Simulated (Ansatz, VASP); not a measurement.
# WC, level by level in two programs

```
CELL_PARAMETERS angstrom
2.96350 0.00000 0.00000
-1.48175 2.56647 0.00000
0.00000 0.00000 2.89223
ATOMIC_POSITIONS crystal
W 0.00000 0.00000 0.00000
C 0.66667 0.33333 0.50000
```

Single points on this cell with VASP 6.6.1 and Ansatz 0.2.0. Each row is one pair of runs. Alike in all rows: spin: off; smearing: fermi-dirac, width 0.05 eV; VASP's potentials, cutoff: VASP PAW PBE potentials, release 64 (W_sv, C), 520 eV; Ansatz's potentials, cutoff: Ansatz PAW, 420 eV.

| level | k mesh | gap on the k mesh at the Fermi level (eV), VASP | gap on the k mesh at the Fermi level (eV), Ansatz | pressure (GPa), VASP | pressure (GPa), Ansatz |
| --- | --- | --- | --- | --- | --- |
| B3LYP | 5 × 5 × 5 | ? | none | ? | -13.4 |
| HSE06 | 6 × 6 × 6 | none | none | -24.7 | -24.9 |
| PBE0 | 6 × 6 × 6 | none | none | -24.8 | -24.9 |

Q: Fill in what VASP gave in row 1.

A: gap on the k mesh at the Fermi level (eV): none; pressure (GPa): -12.2.

A gap of «none» marks a metal or a gap that the smearing closes.

The k mesh is coarse, so the values compare programs but aren't converged. Spin-orbit coupling is off throughout.
